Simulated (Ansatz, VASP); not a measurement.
## Two plane-wave programs on Li4Ru

```xyz
5
Lattice="-2.7405 2.7405 1.7085 2.7405 -2.7405 1.7085 2.7405 2.7405 -1.7085" Properties=species:S:1:pos:R:3 pbc="T T T"
Li    1.0962    3.2886    0.0000
Li    0.5481    1.6443    1.7085
Li    1.6443   -0.5481    1.7085
Li    2.1924    1.0962    0.0000
Ru    0.0000    0.0000    0.0000
```

Change from the starting cell: species swapped into the LuAg4 type (I4/m, No. 87).

Alike in both runs: task relaxation of cell and atoms; functional PBE; k mesh 6 × 6 × 6; occupations gaussian, width 0.1 eV; no spin polarisation.

|  | VASP | Ansatz |
| --- | --- | --- |
| version | VASP 6.6.1 | Ansatz 0.2.0 |
| potentials or method | VASP PAW PBE potentials, release 64 (Li_sv, Ru_pv), cutoff 600 eV | scalar-relativistic, plane waves, PAW |
| valence electrons in the cell | 26 | 28 |

|  | VASP | Ansatz | Ansatz less VASP |
| --- | --- | --- | --- |
| gap on the k mesh at the Fermi level, each at its own relaxed structure (eV) | none | none | - |
| relaxed volume (Å³/atom) | 14.18 | 14.38 | +0.204 |
| relaxed cell length with the largest relative difference (Å) | 4.711 | 4.748 | +0.0371 |

A gap of «none» marks a metal or a gap that the smearing closes. VASP's potentials hold 26 valence electrons a cell and Ansatz's 28, so a difference there can come from the potentials and not from the codes.

The k mesh is coarse, so the values compare programs but aren't converged. Noted on VASP's run: the cutoff is short for stress, so the pressure is rough; the volume moved by over 15 % at a fixed basis, so the end points are rough.
